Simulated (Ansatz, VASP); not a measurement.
**LiF in VASP and in Ansatz**

File INCAR:

```
ALGO = Normal ; EDIFF = 1E-7
ENCUT = 520 ; GGA = PE
ISIF = 2 ; ISMEAR = 0
LASPH = T ; LCHARG = T
LELF = T ; LREAL = F
LVHAR = T ; LWAVE = F
NBANDS = 12 ; NELM = 100
PREC = Accurate ; SIGMA = 0.05
```

File KPOINTS:

```
k-points
0
Gamma
  10 10 10
```

File POSCAR:

```
LiF
1.0
    0.0000000000      2.1751200000      2.1751200000
    2.1751200000      0.0000000000      2.1751200000
    2.1751200000      2.1751200000      0.0000000000
Li F
1 1
Direct
    0.0000000000      0.0000000000      0.0000000000
    0.5000000000      0.5000000000      0.5000000000
```

Input for Ansatz:

```yaml
crystal:
  lattice:
    - [0.0, 2.17512, 2.17512]
    - [2.17512, 0.0, 2.17512]
    - [2.17512, 2.17512, 0.0]
  atoms:
    - { symbol: Li, position: [0.0, 0.0, 0.0] }
    - { symbol: F, position: [0.5, 0.5, 0.5] }
basis:
  ecutwfc: 420
kpoints:
  mp_grid: { grid: [10, 10, 10] }
hamiltonian:
  xc: pbe
scf:
  occupations: { method: gaussian, width: 0.05 }
output:
  forces: true
  stress: true
  eigenvalues: true
```

Change from the starting cell: strain +0.080 along x and y, +0.080 along z, atoms carried along.

Alike in both runs: task single point; functional PBE; k mesh 10 × 10 × 10; occupations gaussian, width 0.05 eV; no spin polarisation.

|  | VASP | Ansatz |
| --- | --- | --- |
| version | VASP 6.6.1 | Ansatz 0.2.0 |
| potentials or method | VASP PAW PBE potentials, release 64 (Li_sv, F), cutoff 520 eV | scalar-relativistic, plane waves, PAW |
| valence electrons in the cell | 10 | 10 |

```csv
,VASP,Ansatz,Ansatz less VASP
gap on the k mesh at the Fermi level (eV),7.31,7.31,+0.001
least direct gap on the mesh (eV),7.31,7.31,+0.001
```

Noted on VASP's run: the cutoff is short for stress, so the pressure is rough.
